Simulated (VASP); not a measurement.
The system is AlN.

```
Al N
1.0
     0.00000    1.96900    1.96900
     1.96900    0.00000    1.96900
     1.96900    1.96900    0.00000
Al N
1 1
Direct
  0.00000 0.00000 0.00000
  0.50000 0.50000 0.50000
```

Base run:

```yaml
Program: VASP 6.6.1
Functional: PBEsol
Potentials_or_basis: VASP PAW PBE potentials, release 64 (Al, N)
Cutoff: 600 eV
k_mesh: 8 × 8 × 8
Occupations: gaussian, width 0.01 eV
Spin: no spin polarisation
```

Its results: band gap on the k mesh 4.99 eV, indirect (least direct gap 6.85 eV); pressure 24.6 GPa.

Problem. The run is repeated on the same cell with these changes: functional from PBEsol to revPBE. What comes out?

Solution. Band gap on the k mesh 5.15 eV, indirect (least direct gap 6.88 eV); pressure 33.7 GPa.

revPBE binds less tightly than PBEsol, so the same cell stands under more pressure.

Caveats: the PAW data sets were made with another functional, which shifts forces and pressure a little.

A k mesh can miss the band edges.
